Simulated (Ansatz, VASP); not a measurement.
One calculation of P, two programs

```
P
1.0
    -3.28373    0.00000    0.00000
     0.00000  -34.85703    4.63208
     0.00000    0.26346   11.24674
P
8
Direct
  0.00000 0.03304 0.43621
  0.00000 0.02993 0.02563
  0.00000 0.97627 0.79554
  0.00000 0.97317 0.38496
  0.50000 0.97529 0.66592
  0.50000 0.97219 0.25534
  0.50000 0.03402 0.56583
  0.50000 0.03091 0.15525
```

Alike in both runs: task single point; functional PBEsol; k mesh 8 × 1 × 3; occupations gaussian, width 0.05 eV; no spin polarisation.

|  | VASP | Ansatz |
| --- | --- | --- |
| version | VASP 6.6.1 | Ansatz 0.2.0 |
| potentials or method | VASP PAW PBE potentials, release 64 (P), cutoff 520 eV | scalar-relativistic, plane waves, PAW |
| valence electrons in the cell | 40 | 40 |

```csv
,VASP,Ansatz,Ansatz less VASP
gap on the k mesh at the Fermi level (eV),none,none,-
rms of the force components (eV/Å),0.343,0.336,-0.0070
```

VASP's potentials were made for PBE, not for PBEsol. Atom by atom the forces differ by 0.013 eV/Å (rms over components). A gap of «none» marks a metal or a gap that the smearing closes.
